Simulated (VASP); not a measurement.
A run of VASP 6.6.1:

POSCAR

```
Na
1.0
    4.3063170215      2.4862532916      7.3440023585
   -4.3063170215      2.4862532916      7.3440023585
    0.0000000000     -4.9725065831      7.3440023585
Na
12
Direct
    0.0101900000      0.6536100000      0.0101900000
    0.0101900000      0.0101900000      0.6536100000
    0.6536100000      0.0101900000      0.0101900000
    0.9898100000      0.3463900000      0.9898100000
    0.3463900000      0.9898100000      0.9898100000
    0.9898100000      0.9898100000      0.3463900000
    0.2211800000      0.6306000000      0.2211800000
    0.2211800000      0.2211800000      0.6306000000
    0.6306000000      0.2211800000      0.2211800000
    0.7788200000      0.3694000000      0.7788200000
    0.3694000000      0.7788200000      0.7788200000
    0.7788200000      0.7788200000      0.3694000000
```

INCAR.step1

```
  PREC = Accurate
  ENCUT = 520
  ISMEAR = 0
  SIGMA = 0.1
  LREAL = F
  LASPH = T
  NELM = 100
  NBANDS = 54
  GGA = PE
  ALGO = Normal
  EDIFF = 1E-4
  LWAVE = T
  LCHARG = F
```

File INCAR.step2:

```
  PREC = Accurate
  ENCUT = 520
  EDIFF = 1E-7
  ISMEAR = 0
  SIGMA = 0.1
  LREAL = F
  LASPH = T
  NELM = 100
  ALGO = Normal
  ISIF = 2
  LWAVE = F
  LCHARG = F
  METAGGA = R2SCAN
  LMIXTAU = T
  NBANDS = 54
  ISTART = 1
```

The input KPOINTS:

```
regular mesh
0
Gamma
  3 3 3
```

Potentials or basis: VASP PAW PBE potentials, release 64 (Na_pv).

Run with:

```console
$ cat potpaw_PBE.64/Na_pv/POTCAR > POTCAR
$ cp INCAR.step1 INCAR
$ mpirun -np 1 vasp_std > vasp.out
$ cp INCAR.step2 INCAR
$ mpirun -np 1 vasp_std > vasp.out
```

Hardware: 1 thread of Intel(R) Xeon(R) Platinum 8488C (Sapphire Rapids), with other jobs on the host.

Question: How long does it take, and how much memory?

Answer: Wall time 29 min on 1 thread of Intel(R) Xeon(R) Platinum 8488C (Sapphire Rapids), on a shared host, peak memory 0.82 GiB. Counts: k points 6.
